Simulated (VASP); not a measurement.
Write the native input for VASP 6.6.1 that does the following.

```yaml
Task: single point
Functional: LDA
Potentials_or_basis: VASP PAW LDA potentials, release 64 (B_h, N_h)
Cutoff: 1330 eV
k_mesh: 12 × 12 × 12
Occupations: gaussian, width 0.02 eV
Spin: no spin polarisation
Dipole_correction: no
Further_INCAR_settings: ALGO = Normal; EDIFF = 1e-06; NBANDS = 11
```

The structure of BN lies in POSCAR:

```
BN
1.0
    0.0000000000      1.8044241095      1.8044241095
    1.8044241095      0.0000000000      1.8044241095
    1.8044241095      1.8044241095      0.0000000000
B N
1 1
Direct
    0.0000000000      0.0000000000      0.0000000000
    0.2500000000      0.2500000000      0.2500000000
```

This cell differs from its parent crystal: strained cell.

One way to write it, as run:

INCAR

```
SYSTEM = BN
PREC = Accurate
ENCUT = 1330
EDIFF = 1E-6
ISMEAR = 0
SIGMA = 0.02
LREAL = .False.
LASPH = .True.
NELM = 120
ALGO = Normal
ISIF = 2
LWAVE = .False.
LCHARG = .True.
LELF = .True.
LVHAR = .True.
NBANDS = 11
GGA_COMPAT = .False.
```

KPOINTS

```
Automatic mesh
0
Gamma
  12 12 12
  0 0 0
```

Potentials or basis: VASP PAW LDA potentials, release 64 (B_h, N_h).

The run is started by

```bash
$ cat potpaw_LDA.64/B_h/POTCAR potpaw_LDA.64/N_h/POTCAR > POTCAR
$ mpirun -np 1 vasp_std > vasp.out
```

Results of the run:

```yaml
Pressure: -8.5 GPa
Band_gap_on_the_k_mesh: 4.35 eV (least direct gap 8.71 eV)
```

Caveat: the cell differs from its parent crystal (strained cell); the cell stands under tension.

Wall time 18 s on 1 thread of Intel(R) Xeon(R) Platinum 8488C (Sapphire Rapids) (shared host), peak memory 0.16 GiB.
